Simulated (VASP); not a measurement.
# Sb (I4/mmm) in VASP: further runs

Runs on Sb. Level: PBE. Tasks: single point.

Everything below comes from runs of VASP 6.6.1. Logs are shortened: lines on timing, memory, paths and dates and some standing lists are left out, and cuts for length are marked.

## Step 1: The cell of the first run

It takes space group I4/mmm (No. 139, tetragonal). Conventional cell: a = 2.920 Å, b = 2.920 Å, c = 4.960 Å, α = 90.00°, β = 90.00°, γ = 90.00°. Sb (site symmetry 4/mmm) has 12 Sb at 2.92 to 3.23 Å within 3.8 Å.

## Step 2: Single point, PBE (equal xx and yy strain of -3 %)

INCAR

```
SYSTEM = Sb
PREC = Accurate
ENCUT = 520
EDIFF = 1E-6
ISMEAR = -1
SIGMA = 0.05
LREAL = .False.
LASPH = .True.
NELM = 60
ALGO = Normal
ISIF = 2
LWAVE = .False.
LCHARG = .True.
GGA = PE
LELF = .True.
LVHAR = .True.
NBANDS = 8
```

KPOINTS

```
regular mesh
0
Gamma
  19 19 19
  0 0 0
```

POSCAR

```
Sb
1.0
   -1.4598500000      1.4598500000      2.4800000000
    1.4598500000     -1.4598500000      2.4800000000
    1.4598500000      1.4598500000     -2.4800000000
Sb
1
Direct
    0.0000000000      0.0000000000      0.0000000000
```

Potentials or basis: VASP PAW PBE potentials, release 64 (Sb).

Run with:

```sh
cat potpaw_PBE.64/Sb/POTCAR > POTCAR
mpirun -np 1 vasp_std > vasp.out
```

OUTCAR:

```text
SYSTEM = Sb
   PREC = Accurate
   ENCUT = 520
   EDIFF = 1E-6
   ISMEAR = -1
   LREAL = .False.
   LASPH = .True.
   NELM = 60
   ISIF = 2
   GGA = PE

 ion  position               nearest neighbor table
   1  0.000  0.000  0.000-

  LATTYP: Found a body centered tetragonal cell.
 ALAT       =     2.9197000000
 C/A-ratio  =     1.6988046717

  Lattice vectors:

 A1 = (  -1.4598500000,   1.4598500000,   2.4800000000)
 A2 = (   1.4598500000,  -1.4598500000,   2.4800000000)
 A3 = (   1.4598500000,   1.4598500000,  -2.4800000000)

Analysis of symmetry for initial positions (statically):
=====================================================================
 Subroutine PRICEL returns:
 Original cell was already a primitive cell.

 Routine SETGRP: Setting up the symmetry group for a
 body centered tetragonal supercell.

 Subroutine GETGRP returns: Found 16 space group operations
 (whereof 16 operations were pure point group operations)
 out of a pool of 16 trial point group operations.

The static configuration has the point symmetry D_4h.

Analysis of symmetry for dynamics (positions and initial velocities):
=====================================================================
 Subroutine PRICEL returns:
 Original cell was already a primitive cell.

 Routine SETGRP: Setting up the symmetry group for a
 body centered tetragonal supercell.

 Subroutine GETGRP returns: Found 16 space group operations
 (whereof 16 operations were pure point group operations)
 out of a pool of 16 trial point group operations.

The dynamic configuration has the point symmetry D_4h.

 Subroutine INISYM returns: Found 16 space group operations
 (whereof 16 operations are pure point group operations),
 and found     1 'primitive' translations

----------------------------------------------------------------------------------------

                                     Primitive cell

  volume of cell :      21.1411

  direct lattice vectors                    reciprocal lattice vectors
    -1.459850000  1.459850000  2.480000000     0.000000000  0.342500942  0.201612903
     1.459850000 -1.459850000  2.480000000     0.342500942  0.000000000  0.201612903
     1.459850000  1.459850000 -2.480000000     0.342500942  0.342500942  0.000000000

  length of vectors
     3.226875276  3.226875276  3.226875276     0.397435099  0.397435099  0.484369477

  position of ions in fractional coordinates (direct lattice)
     0.000000000  0.000000000  0.000000000

  ion indices of the primitive-cell ions
   primitive index   ion index
                 1           1

----------------------------------------------------------------------------------------

 KPOINTS: regular mesh

Automatic generation of k-mesh.
 Grid dimensions read from file:
 generate k-points for:   19   19   19

 Generating k-lattice:

  Cartesian coordinates                     Fractional coordinates (reciprocal lattice)
     0.000000000  0.018026365  0.010611205     0.052631579 -0.000000000  0.000000000
     0.018026365  0.000000000  0.010611205    -0.000000000  0.052631579  0.000000000
     0.018026365  0.018026365  0.000000000     0.000000000  0.000000000  0.052631579

  Length of vectors
     0.020917637  0.020917637  0.025493130

  Shift w.r.t. Gamma in fractional coordinates (k-lattice)
     0.000000000  0.000000000  0.000000000

 Subroutine IBZKPT returns following result:
 ===========================================

 Found    550 irreducible k-points:

 Following reciprocal coordinates:
            Coordinates               Weight
  0.000000  0.000000  0.000000      1.000000
  0.052632 -0.000000  0.000000      8.000000
  0.105263 -0.000000  0.000000      8.000000
  0.157895 -0.000000  0.000000      8.000000
  0.210526 -0.000000  0.000000      8.000000
  0.263158 -0.000000  0.000000      8.000000
[... 16 lines left out ...]
 -0.315789  0.052632  0.000000     16.000000
 -0.263158  0.052632 -0.000000     16.000000
 [... further k-points ...]
   k-points           NKPTS =    550   k-points in BZ     NKDIM =    550   number of bands    NBANDS=      8
   number of dos      NEDOS =    301   number of ions     NIONS =      1
   total plane-waves  NPLWV =  13824
   dimension x,y,z NGX =    24 NGY =   24 NGZ =   24
   dimension x,y,z NGXF=    48 NGYF=   48 NGZF=   48
   ions per type =               1
   NGX,Y,Z   is equivalent  to a cutoff of  12.36, 12.36, 12.36 a.u.
   NGXF,Y,Z  is equivalent  to a cutoff of  24.73, 24.73, 24.73 a.u.
 SYSTEM =  Sb
   PREC   = accura    normal or accurate (medium, high low for compatibility)
   ISTART =      0    job   : 0-new  1-cont  2-samecut
   ICHARG =      2    charge: 1-file 2-atom 10-const
   ISPIN  =      1    spin polarized calculation?
   LNONCOLLINEAR =      F non collinear calculations
   LSORBIT =      F    spin-orbit coupling
   LASPH  =      T    aspherical Exc in radial PAW
   ENCUT  =  520.0 eV  38.22 Ry    6.18 a.u.   6.00  6.00  6.00*2*pi/ulx,y,z
   NELM   =     60;   NELMIN=  2; NELMDL= -5     # of ELM steps
   EDIFF  = 0.1E-05   stopping-criterion for ELM
   LREAL  =      F    real-space projection
   EDIFFG = 0.1E-04   stopping-criterion for IOM
   NSW    =      0    number of steps for IOM
   IBRION =     -1    ionic relax: 0-MD 1-quasi-New 2-CG
   NFREE  =      0    steps in history (QN), initial steepest desc. (CG)
   ISIF   =      2    stress and relaxation
   ISYM   =      2    0-nonsym 1-usesym 2-fastsym
   POTIM  = 0.5000    time-step for ionic-motion
   TEBEG  =    0.0;   TEEND  =   0.0 temperature during run
   PSTRESS=    0.0 pullay stress
   NELECT =       5.0000    total number of electrons
   NUPDOWN=      -1.0000    fix difference up-down
   EMIN   =  10.00;   EMAX   =-10.00  energy-range for DOS
   EFERMI =   0.00;   METHOD = LEGACY
   ISMEAR =    -1;   SIGMA  =   0.05  broadening in eV -4-tet -1-fermi 0-gaus
   EFERMI_NEDOS =   21; number of points for ismear=-14 and -15
   IALGO  =     38    algorithm
   IMIX   =      4    mixing-type and parameters
     AMIX     =   0.40;   BMIX     =  1.00
     AMIX_MAG =   1.60;   BMIX_MAG =  1.00
  volume/ion in A,a.u.               =      21.14       142.67
  Fermi-wavevector in a.u.,A,eV,Ry     =   1.012408  1.913173 13.945555  1.024969
  Thomas-Fermi vector in A             =   2.145515
   LORBIT       =      0    0 simple, 1 ext, 2 COOP (PROOUT), +10 PAW based schemes
   GGA     = PE    functional components
[... 5 lines left out ...]
 non-spin polarized calculation
  energy-cutoff  :      520.00
  volume of cell :       21.14
 maximum number of plane-waves:       586
   NGX = 11   NGY = 11   NGZ = 11

 number of electron       5.0000000 magnetization

 Free energy of the ion-electron system (eV)
  ---------------------------------------------------
  ext. energy  EPLUGINS =         0.00000000
  ---------------------------------------------------
  free energy    TOTEN  =        -3.37863941 eV

  energy without entropy =       -3.37402016  energy(sigma->0) =       -3.37632978

 E-fermi :  12.0935     XC(G=0): -11.3179

 val. band max:       12.0824835372   @ k =  -0.2632   0.1053  -0.0000
 cond. band min:      12.0948507704   @ k =  -0.2105  -0.4211   0.0526
 fundamental gap:      0.0123672332
 Fermi energy:        12.0934814450

 k-point     1 :       0.0000    0.0000    0.0000
  band No.  band energies     occupation
      1      -3.0623      2.00000
      2      18.8856      0.00000
      3      19.3769      0.00000
      4      19.3769      0.00000
      5      22.3584      0.00000
      6      22.5744      0.00000
      7      23.5980      0.00000
      8      23.5980      0.00000

 k-point     2 :       0.0526   -0.0000    0.0000
  band No.  band energies     occupation
      1      -2.9932      2.00000
      2      18.4236      0.00000
      3      18.8099      0.00000
      4      19.3431      0.00000
      5      21.9421      0.00000
      6      22.6670      0.00000
      7      23.3069      0.00000
      8      23.7265      0.00000

 k-point     3 :       0.1053   -0.0000    0.0000
  band No.  band energies     occupation
      1      -2.7856      2.00000
      2      16.7868      0.00000
      3      18.1672      0.00000
      4      19.2587      0.00000
      5      21.3598      0.00000
      6      22.3725      0.00000
      7      23.8615      0.00000
      8      24.0910      0.00000

 k-point     4 :       0.1579   -0.0000    0.0000
  band No.  band energies     occupation
      1      -2.4397      2.00000
      2      14.8379      0.00000
      3      17.4465      0.00000
      4      19.1597      0.00000
      5      20.7963      0.00000
      6      22.1290      0.00000
      7      24.6387      0.00000
      8      24.7260      0.00000

 k-point     5 :       0.2105   -0.0000    0.0000
  band No.  band energies     occupation
      1      -1.9558      2.00000
      2      12.8563      0.00000
      3      16.7218      0.00000
      4      19.0788      0.00000
      5      20.2777      0.00000
      6      22.0176      0.00000
      7      25.2658      0.00000
      8      25.6761      0.00000

 k-point     6 :       0.2632   -0.0000    0.0000
  band No.  band energies     occupation
      1      -1.3351      2.00000
      2      10.9296      2.00000
      3      16.0581      0.00000
      4      19.0348      0.00000
      5      19.8335      0.00000
      6      22.0025      0.00000
      7      25.4007      0.00000
      8      26.1968      0.00000

 k-point     7 :       0.3158    0.0000    0.0000
  band No.  band energies     occupation
      1      -0.5815      2.00000
      2       9.1013      2.00000
      3      15.4936      0.00000
      4      19.0326      0.00000
      5      19.4756      0.00000
      6      22.0667      0.00000
      7      24.8088      0.00000
      8      25.4408      0.00000

 k-point     8 :       0.3684   -0.0000    0.0000
  band No.  band energies     occupation
      1       0.2943      2.00000
      2       7.4045      2.00000
      3      15.0527      0.00000
      4      19.0638      0.00000
      5      19.2075      0.00000
      6      22.2000      0.00000
      7      24.2267      0.00000
      8      24.7432      0.00000

 k-point     9 :       0.4211   -0.0000    0.0000
  band No.  band energies     occupation
      1       1.2559      2.00000
      2       5.8889      2.00000
      3      14.7508      0.00000
      4      19.0295      0.00000
      5      19.1088      0.00000
      6      22.3829      0.00000
      7      23.7956      0.00000
      8      24.1718      0.00000

 k-point    10 :       0.4737   -0.0000    0.0000
  band No.  band energies     occupation
      1       2.1252      2.00000
      2       4.7409      2.00000
      3      14.5976      0.00000
      4      18.9407      0.00000
      5      19.1412      0.00000
      6      22.5494      0.00000
      7      23.5661      0.00000
      8      23.8083      0.00000
[... 78 lines left out ...]
 k-point    18 :       0.4211    0.0526    0.0000
  band No.  band energies     occupation
      1       1.5623      2.00000
      2       5.6137      2.00000
      3      14.5339      0.00000
      4      18.2675      0.00000
      5      19.2284      0.00000
      6      21.8163      0.00000
      7      23.8589      0.00000
      8      25.4688      0.00000

 k-point    19 :       0.4737    0.0526    0.0000
  band No.  band energies     occupation
      1       2.3121      2.00000
      2       4.6548      2.00000
      3      14.4186      0.00000
      4      18.4387      0.00000
      5      19.1662      0.00000
      6      21.6288      0.00000
      7      24.0922      0.00000
      8      24.9728      0.00000

 k-point    20 :      -0.4737    0.0526   -0.0000
  band No.  band energies     occupation
      1       2.0030      2.00000
      2       5.0331      2.00000
      3      14.4515      0.00000
      4      18.5867      0.00000
      5      19.1876      0.00000
      6      21.6084      0.00000
      7      24.3640      0.00000
      8      24.6899      0.00000

 k-point    21 :      -0.4211    0.0526   -0.0000
  band No.  band energies     occupation
      1       1.0717      2.00000
      2       6.3112      2.00000
      3      14.6322      0.00000
      4      18.6737      0.00000
      5      19.3005      0.00000
      6      21.8023      0.00000
      7      24.1894      0.00000
      8      25.0768      0.00000

 k-point    22 :      -0.3684    0.0526    0.0000
  band No.  band energies     occupation
      1       0.1254      2.00000
      2       7.8774      2.00000
      3      14.9558      0.00000
      4      18.7054      0.00000
      5      19.5098      0.00000
      6      22.1657      0.00000
      7      24.0367      0.00000
      8      25.6388      0.00000

 k-point    23 :      -0.3158    0.0526    0.0000
  band No.  band energies     occupation
      1      -0.7212      2.00000
      2       9.6073      2.00000
      3      15.4122      0.00000
      4      18.7242      0.00000
      5      19.8059      0.00000
      6      22.5391      0.00000
      7      24.1092      0.00000
      8      25.6453      0.00000

 k-point    24 :      -0.2632    0.0526   -0.0000
  band No.  band energies     occupation
      1      -1.4416      2.00000
      2      11.4589      1.99999
      3      15.9851      0.00000
      4      18.7653      0.00000
      5      20.1713      0.00000
      6      22.6941      0.00000
      7      24.5508      0.00000
      8      24.9087      0.00000

 [... further k-points ...]
[... 5 lines left out ...]
  --------------------------------------------------------------------------------------
  -------------------------------------------------------------------------------------
  Total        4.0896797      4.0896797      3.4133999      0.0000000      0.0000000      0.0000000
  in kB      309.9357943    309.9357943    258.6840290      0.0000000      0.0000000      0.0000000
  external PRESSURE =     292.8518725 kB  Pullay stress =       0.0000000 kB

 VOLUME and BASIS-vectors are now :
 -----------------------------------------------------------------------------
  energy-cutoff  :      520.00
  volume of cell :       21.14
      direct lattice vectors                 reciprocal lattice vectors
    -1.459850000  1.459850000  2.480000000     0.000000000  0.342500942  0.201612903
     1.459850000 -1.459850000  2.480000000     0.342500942  0.000000000  0.201612903
     1.459850000  1.459850000 -2.480000000     0.342500942  0.342500942  0.000000000

 POSITION                                       TOTAL-FORCE (eV/Angst)
 -----------------------------------------------------------------------------------
      0.00000      0.00000      0.00000         0.000000     -0.000000     -0.000000
 -----------------------------------------------------------------------------------
    total drift:                                0.000000     -0.000000     -0.000000

  FREE ENERGIE OF THE ION-ELECTRON SYSTEM (eV)
  ---------------------------------------------------
  free  energy   TOTEN  =        -3.3786394140 eV

  energy  without entropy=       -3.3740201557  energy(sigma->0) =       -3.37632978
```

It took 96 s on 1 thread of AMD EPYC 7R13, shared host; peak memory 0.18 GiB.

What came out:

```yaml
Free_energy: -3.3786 eV
Pressure: 29.3 GPa
Band_gap_on_the_k_mesh: zero (an odd number of electrons rules out a gap without spin polarisation)
```

Caveat: the cell differs from its parent crystal (equal xx and yy strain of -3 %); the stress differs along the axes, from 26 to 31 GPa; spin-orbit coupling is left out, which moves the levels of the heavy elements.

## Step 3: Single point, PBE (zz strain of -3 %)

INCAR

```
SYSTEM = Sb
PREC     = Accurate       ! precision mode
ENCUT    = 520            ! plane-wave cutoff, eV
EDIFF    = 1E-7           ! SCF threshold, eV
ISMEAR   = -1             ! smearing method
SIGMA    = 0.05           ! smearing width, eV
LREAL    = .FALSE.        ! projectors in reciprocal space
LASPH    = .TRUE.         ! aspherical terms in the spheres
NELM     = 60             ! most SCF steps
ALGO     = Normal         ! electronic algorithm
ISIF     = 2              ! what is computed and relaxed
LWAVE    = .FALSE.        ! write WAVECAR
LCHARG   = .FALSE.        ! write CHGCAR
GGA      = PE             ! functional
NBANDS   = 8              ! bands
```

KPOINTS

```
regular mesh
0
G
  19 19 19
  0 0 0
```

POSCAR

```
Sb
1.0
   -1.5050000000      1.5050000000      2.4056000000
    1.5050000000     -1.5050000000      2.4056000000
    1.5050000000      1.5050000000     -2.4056000000
Sb
1
Direct
    0.0000000000      0.0000000000      0.0000000000
```

Potentials or basis: VASP PAW PBE potentials, release 64 (Sb).

Run with:

```sh
cat potpaw_PBE.64/Sb/POTCAR > POTCAR
mpirun -np 1 vasp_std > vasp.out
```

Wall time 92 s (1 thread of AMD EPYC 7R13, shared host); peak memory 0.19 GiB.

Results (log left out):

| Property | Result |
| --- | --- |
| Free energy | -3.5020 eV |
| Pressure | 23.4 GPa |
| Band gap on the k mesh | zero (an odd number of electrons rules out a gap without spin polarisation) |

Stress tensor (GPa, compression positive):
```
23.52  0.00  0.00
 0.00 23.52  0.00
 0.00  0.00 23.13
```

Levels at points of the mesh, in eV from the Fermi level:
| k point | band 1 | band 2 | band 3 | band 4 | band 5 | band 6 |
| --- | --- | --- | --- | --- | --- | --- |
| (0.00, 0.00, 0.00) | -14.83 | 6.94 | 6.98 | 6.98 | 10.26 | 10.28 |

Caveat: the cell differs from its parent crystal (zz strain of -3 %); the cell stands under pressure; spin-orbit coupling is left out, which moves the levels of the heavy elements.

## Step 4: Single point, PBE (zz strain of -2 %)

INCAR

```
PREC     = Accurate       # precision mode
ENCUT    = 520            # plane-wave cutoff, eV
EDIFF    = 1E-6           # SCF threshold, eV
ISMEAR   = -1             # smearing method
SIGMA    = 0.05           # smearing width, eV
LREAL    = F              # projectors in reciprocal space
LASPH    = T              # aspherical terms in the spheres
NELM     = 80             # most SCF steps
ALGO     = Normal         # electronic algorithm
ISIF     = 2              # what is computed and relaxed
LWAVE    = F              # write WAVECAR
LCHARG   = T              # write CHGCAR
GGA      = PE             # functional
LELF     = T              # ELF
LVHAR    = T            
NBANDS   = 8              # bands
```

KPOINTS

```
regular mesh
0
Gamma
  19 19 19
```

POSCAR

```
Sb
1.0
   -1.5050000000      1.5050000000      2.4304000000
    1.5050000000     -1.5050000000      2.4304000000
    1.5050000000      1.5050000000     -2.4304000000
Sb
1
Direct
    0.0000000000      0.0000000000      0.0000000000
```

Run with:

```sh
cat potpaw_PBE.64/Sb/POTCAR > POTCAR
mpirun -np 1 vasp_std > vasp.out
```

Wall time 1.7 min (1 thread of AMD EPYC 7R13, shared host); peak memory 0.19 GiB.

It converged, with:

* Free energy: -3.5331 eV
* Pressure: 21.9 GPa
* Band gap on the k mesh: zero (an odd number of electrons rules out a gap without spin polarisation)

Stress tensor (GPa, compression positive):
```
22.25  0.00  0.00
 0.00 22.25  0.00
 0.00  0.00 21.26
```

Levels at points of the mesh, in eV from the Fermi level:
| k point | band 1 | band 2 | band 3 | band 4 | band 5 | band 6 | band 7 |
| --- | --- | --- | --- | --- | --- | --- | --- |
| (0.00, 0.00, 0.00) | -14.74 | 6.79 | 6.89 | 6.89 | 10.19 | 10.32 | 11.07 |

Caveat: the cell differs from its parent crystal (zz strain of -2 %); the cell stands under pressure; spin-orbit coupling is left out, which moves the levels of the heavy elements.

## Step 5: Summary

| cell | gap on the mesh (eV) | pressure (GPa) |
| --- | --- | --- |
| a = 3.227 Å, angles 126.2, 126.2, 79.6°, 1 atom | none | 29.3 |
| a = 3.212 Å, angles 124.1, 124.1, 83.0°, 1 atom | none | 23.4 |
| a = 3.231 Å, angles 124.5, 124.5, 82.4°, 1 atom | none | 21.9 |

Alike in all rows: task single point; level PBE; potentials or basis VASP PAW PBE potentials, release 64 (Sb); no spin polarisation; k mesh 19 × 19 × 19; cutoff (eV) 520; smearing fermi-dirac 0.05 eV.

Caveats: spin-orbit coupling is left out, which moves the levels of the heavy elements; the cell stands under pressure (at least some runs); the stress differs along the axes, from 26 to 31 GPa (at least some runs).

Absolute energies hang on the potentials; compare differences alone.
